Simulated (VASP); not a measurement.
Input of a VASP 6.6.1 run:

Contents of INCAR:

```
PREC = Accurate
ENCUT = 520
EDIFF = 1E-6
ISMEAR = 0
SIGMA = 0.01
LREAL = F
LASPH = T
NELM = 80
ALGO = Normal
ISIF = 2
LWAVE = F
LCHARG = F
GGA = PE
NBANDS = 66
```

KPOINTS

```
Automatic mesh
0
Gamma
  6 6 2
```

POSCAR

```
Cd3SeS2
1.0
    4.2569771055      0.0000000000      0.0000000000
   -2.1284885527      3.6866503167      0.0000000000
    0.0000000000      0.0000000000     20.8237044252
Cd Se S
6 2 4
Direct
    0.6666666667      0.3333333333      0.0069986000
    0.6666666667      0.3333333333      0.3307705137
    0.6666666667      0.3333333333      0.6689928125
    0.0000000000      0.0000000000      0.1687773604
    0.0000000000      0.0000000000      0.4927638605
    0.0000000000      0.0000000000      0.8307857966
    0.0000000000      0.0000000000      0.6217543478
    0.0000000000      0.0000000000      0.9597679666
    0.6666666667      0.3333333333      0.1303223847
    0.6666666667      0.3333333333      0.4543749741
    0.6666666667      0.3333333333      0.7923269008
    0.0000000000      0.0000000000      0.2923634823
```

Potentials or basis: VASP PAW PBE potentials, release 64 (Cd, Se, S).

Command:

```bash
$ cat potpaw_PBE.64/Cd/POTCAR potpaw_PBE.64/Se/POTCAR potpaw_PBE.64/S/POTCAR > POTCAR
$ mpirun -np 1 vasp_std > vasp.out
```

Question: Predict the pressure.

Answer: 0.3 GPa.

Question: What does it give for the largest force?

Answer: 0.006 eV/Å.

Question: Estimate the band gap on the k mesh.

Answer: 0.71 eV.

Forces in eV/Å, atoms in the order of the input:
```
Cd   0.000  0.000  0.002
Cd   0.000  0.000  0.000
Cd   0.000  0.000  0.002
Cd   0.000  0.000 -0.001
Cd   0.000  0.000  0.002
Cd   0.000  0.000  0.001
Se   0.000  0.000 -0.006
Se   0.000  0.000 -0.006
S    0.000  0.000  0.001
S    0.000  0.000  0.002
S    0.000  0.000  0.002
S    0.000  0.000  0.001
```
